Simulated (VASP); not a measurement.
Input of a VASP 6.6.1 run:

File POSCAR:

```
BiB
1.0
    3.7511786197      0.0000000000      0.0000000000
   -1.8755893098      3.2486159788      0.0000000000
    0.0000000000      0.0000000000      6.0577381946
B Bi
2 2
Direct
    0.0000000000      0.0000000000      0.0000000000
    0.0000000000      0.0000000000      0.5000000000
    0.3333333333      0.6666666667      0.2500000000
    0.6666666667      0.3333333333      0.7500000000
```

File INCAR.step1:

```
SYSTEM = BiB
  PREC = Accurate
  ENCUT = 520
  ISMEAR = -1
  SIGMA = 0.03
  LREAL = .False.
  LASPH = .True.
  NELM = 100
  NBANDS = 26
  GGA = PE
  ALGO = Normal
  EDIFF = 1E-4
  LWAVE = .True.
  LCHARG = .False.
```

Contents of INCAR.step2:

```
SYSTEM = BiB
  PREC = Accurate
  ENCUT = 520
  EDIFF = 1E-6
  ISMEAR = -1
  SIGMA = 0.03
  LREAL = .False.
  LASPH = .True.
  NELM = 100
  ALGO = Normal
  ISIF = 2
  LWAVE = .False.
  LCHARG = .False.
  METAGGA = R2SCAN
  LMIXTAU = .True.
  LUSE_VDW = .True.
  IVDW_NL = 2
  BPARAM = 11.95
  CPARAM = 0.0093
  NBANDS = 26
  ISTART = 1
```

The input KPOINTS:

```
regular mesh
0
Gamma
  12 12 6
  0 0 0
```

Potentials or basis: VASP PAW PBE potentials, release 64 (B, Bi_d).

The run is started by

```console
$ cat potpaw_PBE.64/B/POTCAR potpaw_PBE.64/Bi_d/POTCAR > POTCAR
$ cp INCAR.step1 INCAR
$ mpirun -np 1 vasp_std > vasp.out
$ cp INCAR.step2 INCAR
$ mpirun -np 1 vasp_std > vasp.out
```

(1) Estimate the pressure.

(2) Predict the band gap on the k mesh.

## Answers

(1) 0.2 GPa.

(2) zero (bands 18 and 19 overlap by 4.89 eV).

Caveat: the PAW data sets were made with another functional, which shifts forces and pressure a little; spin-orbit coupling is left out, which moves the levels of the heavy elements.
